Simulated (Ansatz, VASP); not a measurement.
**Two plane-wave programs on Sc**

```
CELL_PARAMETERS angstrom
3.25917 0.00000 0.00000
-1.62958 2.82252 0.00000
0.00000 0.00000 5.18898
ATOMIC_POSITIONS crystal
Sc 0.33333 0.66667 0.25000
Sc 0.66667 0.33333 0.75000
```

Change from the starting cell: strain -0.015 along x and y, -0.015 along z, atoms carried along.

Alike in both runs: task single point; functional PBE; k mesh 18 × 18 × 10; occupations gaussian, width 0.15 eV; no spin polarisation.

|  | VASP | Ansatz |
| --- | --- | --- |
| version | VASP 6.6.1 | Ansatz 0.2.0 |
| potentials or method | VASP PAW PBE potentials, release 64 (Sc_sv), cutoff 520 eV | scalar-relativistic, plane waves, PAW |
| valence electrons in the cell | 22 | 22 |

```tsv
	VASP	Ansatz	Ansatz less VASP
gap on the k mesh at the Fermi level (eV)	none	none	-
pressure (GPa)	2.0	1.9	-0.04
traceless stress, the component that is largest in VASP (GPa)	-1.22	-1.23	-0.003
```

A gap of «none» marks a metal or a gap that the smearing closes. With one functional, cell and mesh, what is left measures potentials, basis and numerics.
